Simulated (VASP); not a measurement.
Set up this calculation in VASP 6.6.1, as the native input.

| Property | Result |
| --- | --- |
| Task | single point |
| Functional | PBE |
| Potentials or basis | VASP PAW PBE potentials, release 64 (Pt, H) |
| Cutoff | 520 eV |
| k mesh | 9 × 7 × 1 |
| Occupations | gaussian, width 0.1 eV |
| Spin | collinear spin |
| Starting moments | [0.0, 0.0, 0.0, 0.0, 1.0] μB |
| Dipole correction | yes |
| Further INCAR settings | ALGO = Normal; EDIFF = 1e-06; NBANDS = 32 |

The structure of HPt4 lies in POSCAR:

```
HPt4
1.0
    2.8071640675      0.0000000000      0.0000000000
    0.0000000000      3.9699294961      0.0000000000
    0.0000000000      0.0000000000     21.1553936849
Pt H
4 1
Direct
    0.5000000000      0.5000000000      0.1890770770
    0.0000000000      0.0000000000      0.2554233740
    0.5000000000      0.5000000000      0.3268881911
    0.0000000000      0.0000000000      0.3854994999
    0.1250000000      0.1250000000      0.4720022626
```

The input as run:

INCAR

```
SYSTEM = HPt4
ALGO = Normal
DIPOL = 0.5 0.5 0.326
EDIFF = 1E-6
ENCUT = 520
GGA = PE
IDIPOL = 3
ISIF = 2
ISMEAR = 0
ISPIN = 2
LASPH = .True.
LCHARG = .True.
LDIPOL = .True.
LELF = .True.
LMAXMIX = 4
LORBIT = 11
LREAL = .False.
LVACPOTAV = .True.
LVHAR = .True.
LWAVE = .False.
MAGMOM = 0 0 0 0 1
NBANDS = 32
NELM = 150
PREC = Accurate
SIGMA = 0.1
```

KPOINTS

```
k-points
0
Gamma
  9 7 1
  0 0 0
```

Potentials or basis: VASP PAW PBE potentials, release 64 (Pt, H).

The run is started by

```bash
$ cat potpaw_PBE.64/Pt/POTCAR potpaw_PBE.64/H/POTCAR > POTCAR
$ mpirun -np 1 vasp_std > vasp.out
```

It gave:

```
Largest force                                         : 2.804 eV/Å
Net moment                                            : 0.00 μB per cell
Valence electrons inside the program's atomic spheres : Pt 8.95, 9.10, 9.13, 9.08; H 0.41
```

It took 8.8 min on 1 thread of Intel(R) Xeon(R) Platinum 8488C (Sapphire Rapids) (shared host), peak memory 0.62 GiB.
